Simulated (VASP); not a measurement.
# Ga (Fm-3m) in VASP: notebook

Runs on Ga. Level: PBE. Tasks: single point.

All numbers are computed with VASP 6.6.1; they aren't measurements. Logs are shortened: lines on timing, memory, paths and dates and some standing lists are left out, and cuts for length are marked.

### 1 The cell of the first run

The structure is cubic, space group Fm-3m (No. 225). The conventional cell has a = 4.142 Å, b = 4.142 Å, c = 4.142 Å, α = 90.00°, β = 90.00°, γ = 90.00°. Within 3.9 Å of Ga (site symmetry m-3m) lie 12 Ga at 2.93 Å.

This isn't the form of Ga at room conditions, which is orthorhombic.

### 2 Single point, PBE

INCAR

```
  PREC = Accurate
  ENCUT = 520
  EDIFF = 1E-7
  ISMEAR = -1
  SIGMA = 0.06122561905347299
  LREAL = False
  LASPH = True
  NELM = 80
  ALGO = Normal
  ISIF = 2
  LWAVE = False
  LCHARG = True
  GGA = PE
  LELF = True
  LVHAR = True
  NBANDS = 12
```

KPOINTS

```
Automatic mesh
0
Gamma
  44 44 44
```

POSCAR

```
Ga
1.0
    0.0000000000      2.0710106930      2.0710106930
    2.0710106930      0.0000000000      2.0710106930
    2.0710106930      2.0710106930      0.0000000000
Ga
1
Direct
    0.0000000000      0.0000000000      0.0000000000
```

Potentials or basis: VASP PAW PBE potentials, release 64 (Ga_d).

Started as:

```
$ cat potpaw_PBE.64/Ga_d/POTCAR > POTCAR
$ mpirun -np 1 vasp_std > vasp.out
```

OUTCAR:

```text
PREC = Accurate
   ENCUT = 520
   EDIFF = 1E-7
   ISMEAR = -1
   LREAL = False
   LASPH = True
   NELM = 80
   ISIF = 2
   GGA = PE

 ion  position               nearest neighbor table
   1  0.000  0.000  0.000-

  LATTYP: Found a face centered cubic cell.
 ALAT       =     4.1420213860

  Lattice vectors:

 A1 = (   0.0000000000,   2.0710106930,   2.0710106930)
 A2 = (   2.0710106930,   0.0000000000,   2.0710106930)
 A3 = (   2.0710106930,   2.0710106930,   0.0000000000)

Analysis of symmetry for initial positions (statically):
=====================================================================
 Subroutine PRICEL returns:
 Original cell was already a primitive cell.

 Routine SETGRP: Setting up the symmetry group for a
 face centered cubic supercell.

 Subroutine GETGRP returns: Found 48 space group operations
 (whereof 48 operations were pure point group operations)
 out of a pool of 48 trial point group operations.

The static configuration has the point symmetry O_h .

Analysis of symmetry for dynamics (positions and initial velocities):
=====================================================================
 Subroutine PRICEL returns:
 Original cell was already a primitive cell.

 Routine SETGRP: Setting up the symmetry group for a
 face centered cubic supercell.

 Subroutine GETGRP returns: Found 48 space group operations
 (whereof 48 operations were pure point group operations)
 out of a pool of 48 trial point group operations.

The dynamic configuration has the point symmetry O_h .

 Subroutine INISYM returns: Found 48 space group operations
 (whereof 48 operations are pure point group operations),
 and found     1 'primitive' translations

----------------------------------------------------------------------------------------

                                     Primitive cell

  volume of cell :      17.7655

  direct lattice vectors                    reciprocal lattice vectors
     0.000000000  2.071010693  2.071010693    -0.241428015  0.241428015  0.241428015
     2.071010693  0.000000000  2.071010693     0.241428015 -0.241428015  0.241428015
     2.071010693  2.071010693  0.000000000     0.241428015  0.241428015 -0.241428015

  length of vectors
     2.928851410  2.928851410  2.928851410     0.418165588  0.418165588  0.418165588

  position of ions in fractional coordinates (direct lattice)
     0.000000000  0.000000000  0.000000000

  ion indices of the primitive-cell ions
   primitive index   ion index
                 1           1

----------------------------------------------------------------------------------------

 KPOINTS: Automatic mesh

Automatic generation of k-mesh.
 Grid dimensions read from file:
 generate k-points for:   44   44   44

 Generating k-lattice:

  Cartesian coordinates                     Fractional coordinates (reciprocal lattice)
    -0.005487000  0.005487000  0.005487000     0.022727273  0.000000000  0.000000000
     0.005487000 -0.005487000  0.005487000     0.000000000  0.022727273  0.000000000
     0.005487000  0.005487000 -0.005487000     0.000000000  0.000000000  0.022727273

  Length of vectors
     0.009503763  0.009503763  0.009503763

  Shift w.r.t. Gamma in fractional coordinates (k-lattice)
     0.000000000  0.000000000  0.000000000

 Subroutine IBZKPT returns following result:
 ===========================================

 Found   2168 irreducible k-points:

 Following reciprocal coordinates:
            Coordinates               Weight
  0.000000  0.000000  0.000000      1.000000
  0.022727  0.000000  0.000000      8.000000
  0.045455  0.000000  0.000000      8.000000
  0.068182  0.000000  0.000000      8.000000
  0.090909  0.000000  0.000000      8.000000
  0.113636  0.000000  0.000000      8.000000
[... 16 lines left out ...]
  0.500000  0.000000  0.000000      4.000000
  0.022727  0.022727  0.000000      6.000000
 [... further k-points ...]
   k-points           NKPTS =   2168   k-points in BZ     NKDIM =   2168   number of bands    NBANDS=     12
   number of dos      NEDOS =    301   number of ions     NIONS =      1
   total plane-waves  NPLWV =  13824
   dimension x,y,z NGX =    24 NGY =   24 NGZ =   24
   dimension x,y,z NGXF=    48 NGYF=   48 NGZF=   48
   ions per type =               1
   NGX,Y,Z   is equivalent  to a cutoff of  13.62, 13.62, 13.62 a.u.
   NGXF,Y,Z  is equivalent  to a cutoff of  27.25, 27.25, 27.25 a.u.
 SYSTEM =  unknown system
   PREC   = accura    normal or accurate (medium, high low for compatibility)
   ISTART =      0    job   : 0-new  1-cont  2-samecut
   ICHARG =      2    charge: 1-file 2-atom 10-const
   ISPIN  =      1    spin polarized calculation?
   LNONCOLLINEAR =      F non collinear calculations
   LSORBIT =      F    spin-orbit coupling
   LASPH  =      T    aspherical Exc in radial PAW
   ENCUT  =  520.0 eV  38.22 Ry    6.18 a.u.   5.45  5.45  5.45*2*pi/ulx,y,z
   NELM   =     80;   NELMIN=  2; NELMDL= -5     # of ELM steps
   EDIFF  = 0.1E-06   stopping-criterion for ELM
   LREAL  =      F    real-space projection
   EDIFFG = 0.1E-05   stopping-criterion for IOM
   NSW    =      0    number of steps for IOM
   IBRION =     -1    ionic relax: 0-MD 1-quasi-New 2-CG
   NFREE  =      0    steps in history (QN), initial steepest desc. (CG)
   ISIF   =      2    stress and relaxation
   ISYM   =      2    0-nonsym 1-usesym 2-fastsym
   POTIM  = 0.5000    time-step for ionic-motion
   TEBEG  =    0.0;   TEEND  =   0.0 temperature during run
   PSTRESS=    0.0 pullay stress
   NELECT =      13.0000    total number of electrons
   NUPDOWN=      -1.0000    fix difference up-down
   EMIN   =  10.00;   EMAX   =-10.00  energy-range for DOS
   EFERMI =   0.00;   METHOD = LEGACY
   ISMEAR =    -1;   SIGMA  =   0.06  broadening in eV -4-tet -1-fermi 0-gaus
   EFERMI_NEDOS =   21; number of points for ismear=-14 and -15
   IALGO  =     38    algorithm
   IMIX   =      4    mixing-type and parameters
     AMIX     =   0.40;   BMIX     =  1.00
     AMIX_MAG =   1.60;   BMIX_MAG =  1.00
  volume/ion in A,a.u.               =      17.77       119.89
  Fermi-wavevector in a.u.,A,eV,Ry     =   1.475243  2.787805 29.610936  2.176342
  Thomas-Fermi vector in A             =   2.589916
   LORBIT       =      0    0 simple, 1 ext, 2 COOP (PROOUT), +10 PAW based schemes
   GGA     = PE    functional components
   LHFCALC =     F    Hartree Fock is set to
   AEXX    =    0.0000 exact exchange contribution
   IVDW    =     0    specifies the selected vdW correction
   LEPSILON=     F    determine dielectric tensor
   LRPA    =     F    only Hartree local field effects (RPA)
 non-spin polarized calculation
  energy-cutoff  :      520.00
  volume of cell :       17.77
 maximum number of plane-waves:       531
 NGX is ok and might be reduce to    24
   NGX = 11   NGY = 11   NGZ = 11

 number of electron      12.9999991 magnetization

 Free energy of the ion-electron system (eV)
  ---------------------------------------------------
  ext. energy  EPLUGINS =         0.00000000
  ---------------------------------------------------
  free energy    TOTEN  =        -2.87697208 eV

  energy without entropy =       -2.87217397  energy(sigma->0) =       -2.87457303

 E-fermi :   6.1785     XC(G=0): -11.3233

 val. band max:        6.1775471596   @ k =  -0.2500   0.4091   0.1591
 cond. band min:       6.1793666504   @ k =   0.3864   0.0909   0.0000
 fundamental gap:      0.0018194908
 Fermi energy:         6.1785135960

 k-point     1 :       0.0000    0.0000    0.0000
  band No.  band energies     occupation
      1      -8.8265      2.00000
      2      -8.8265      2.00000
      3      -8.8265      2.00000
      4      -8.6862      2.00000
      5      -8.6862      2.00000
      6      -5.3832      2.00000
      7      19.0351      0.00000
      8      19.0351      0.00000
      9      19.0351      0.00000
     10      22.2992      0.00000
     11      22.7609      0.00000
     12      22.7609      0.00000

 k-point     2 :       0.0227    0.0000    0.0000
  band No.  band energies     occupation
      1      -8.8267      2.00000
      2      -8.8257      2.00000
      3      -8.8257      2.00000
      4      -8.6864      2.00000
      5      -8.6864      2.00000
      6      -5.3693      2.00000
      7      18.8174      0.00000
      8      18.9999      0.00000
      9      18.9999      0.00000
     10      21.9356      0.00000
     11      22.8167      0.00000
     12      22.8167      0.00000

 k-point     3 :       0.0455    0.0000    0.0000
  band No.  band energies     occupation
      1      -8.8274      2.00000
      2      -8.8235      2.00000
      3      -8.8235      2.00000
      4      -8.6868      2.00000
      5      -8.6868      2.00000
      6      -5.3278      2.00000
      7      18.2349      0.00000
      8      18.9005      0.00000
      9      18.9005      0.00000
     10      21.6112      0.00000
     11      22.9768      0.00000
     12      22.9768      0.00000
[... 286 lines left out ...]
 k-point    23 :       0.5000    0.0000    0.0000
  band No.  band energies     occupation
      1      -8.9244      2.00000
      2      -8.8216      2.00000
      3      -8.8216      2.00000
      4      -8.5671      2.00000
      5      -8.5671      2.00000
      6       1.1298      2.00000
      7       1.8702      2.00000
      8      16.5177      0.00000
      9      16.5177      0.00000
     10      21.0565      0.00000
     11      21.1119      0.00000
     12      21.1119      0.00000

 k-point    24 :       0.0227    0.0227    0.0000
  band No.  band energies     occupation
      1      -8.8275      2.00000
      2      -8.8251      2.00000
      3      -8.8251      2.00000
      4      -8.6872      2.00000
      5      -8.6857      2.00000
      6      -5.3647      2.00000
      7      18.8788      0.00000
      8      18.8788      0.00000
      9      18.9695      0.00000
     10      21.7801      0.00000
     11      22.9480      0.00000
     12      22.9480      0.00000

 [... further k-points ...]

------------------------ aborting loop because EDIFF is reached ----------------------------------------

  FORCE on cell =-STRESS in cart. coord.  units (eV):
  Direction    XX          YY          ZZ          XY          YZ          ZX
  --------------------------------------------------------------------------------------
  -------------------------------------------------------------------------------------
  Total        0.4114212      0.4114212      0.4114212      0.0000000     -0.0000000      0.0000000
  in kB       37.1039538     37.1039538     37.1039538      0.0000000     -0.0000000      0.0000000
  external PRESSURE =      37.1039538 kB  Pullay stress =       0.0000000 kB

 VOLUME and BASIS-vectors are now :
 -----------------------------------------------------------------------------
  energy-cutoff  :      520.00
  volume of cell :       17.77
      direct lattice vectors                 reciprocal lattice vectors
     0.000000000  2.071010693  2.071010693    -0.241428015  0.241428015  0.241428015
     2.071010693  0.000000000  2.071010693     0.241428015 -0.241428015  0.241428015
     2.071010693  2.071010693  0.000000000     0.241428015  0.241428015 -0.241428015

 POSITION                                       TOTAL-FORCE (eV/Angst)
 -----------------------------------------------------------------------------------
      0.00000      0.00000      0.00000         0.000000      0.000000      0.000000
 -----------------------------------------------------------------------------------
    total drift:                               -0.000000     -0.000000     -0.000000

  FREE ENERGIE OF THE ION-ELECTRON SYSTEM (eV)
  ---------------------------------------------------
  free  energy   TOTEN  =        -2.8769720838 eV

  energy  without entropy=       -2.8721739667  energy(sigma->0) =       -2.87457303
```

It took 11 min on 1 thread of Oxide Virtual Turin-like, shared host; peak memory 0.51 GiB.

Results:

| Item | Value |
| --- | --- |
| Free energy | -2.8770 eV |
| Pressure | 3.7 GPa |
| Band gap on the k mesh | zero (an odd number of electrons rules out a gap without spin polarisation) |

Levels at points of the mesh, in eV from the Fermi level:
```tsv
k point	band 4	band 5	band 6	band 7	band 8	band 9
(0.00, 0.00, 0.00)	-14.86	-14.86	-11.56	12.86	12.86	12.86
(0.50, 0.00, 0.00)	-14.75	-14.75	-5.05	-4.31	10.34	10.34
(0.50, 0.50, 0.00)	-14.72	-14.72	-2.80	-2.27	5.08	5.08
```

Caveat: the cell stands under pressure.

### 3 Single point, PBE

This run uses another cell than the first one, of 18.14 Å³/atom.

Edit INCAR of step 2 so:

```diff
@@ -7,3 +7,3 @@
   LASPH = True
-  NELM = 80
+  NELM = 60
   ALGO = Normal
```

KPOINTS

```
regular mesh
0
Gamma
  44 44 44
```

POSCAR

```
Ga
1.0
    0.0000000000      2.0855957559      2.0855957559
    2.0855957559      0.0000000000      2.0855957559
    2.0855957559      2.0855957559      0.0000000000
Ga
1
Direct
    0.0000000000      0.0000000000      0.0000000000
```

Potentials or basis: VASP PAW PBE potentials, release 64 (Ga_d).

Started as:

```
$ cat potpaw_PBE.64/Ga_d/POTCAR > POTCAR
$ mpirun -np 1 vasp_std > vasp.out
```

Run time: 13 min. Hardware: 1 thread of Oxide Virtual Turin-like, shared host; peak memory 0.52 GiB.

The run converged. Its results:

| Quantity | Value |
| --- | --- |
| Free energy | -2.8842 eV |
| Pressure | 2.4 GPa |
| Band gap on the k mesh | zero (an odd number of electrons rules out a gap without spin polarisation) |

Levels at points of the mesh, in eV from the Fermi level:
| k point | band 4 | band 5 | band 6 | band 7 | band 8 | band 9 |
| --- | --- | --- | --- | --- | --- | --- |
| (0.00, 0.00, 0.00) | -14.84 | -14.84 | -11.39 | 12.62 | 12.62 | 12.62 |
| (0.50, 0.00, 0.00) | -14.73 | -14.73 | -5.02 | -4.20 | 10.16 | 10.16 |
| (0.50, 0.50, 0.00) | -14.70 | -14.70 | -2.72 | -2.30 | 5.02 | 5.02 |
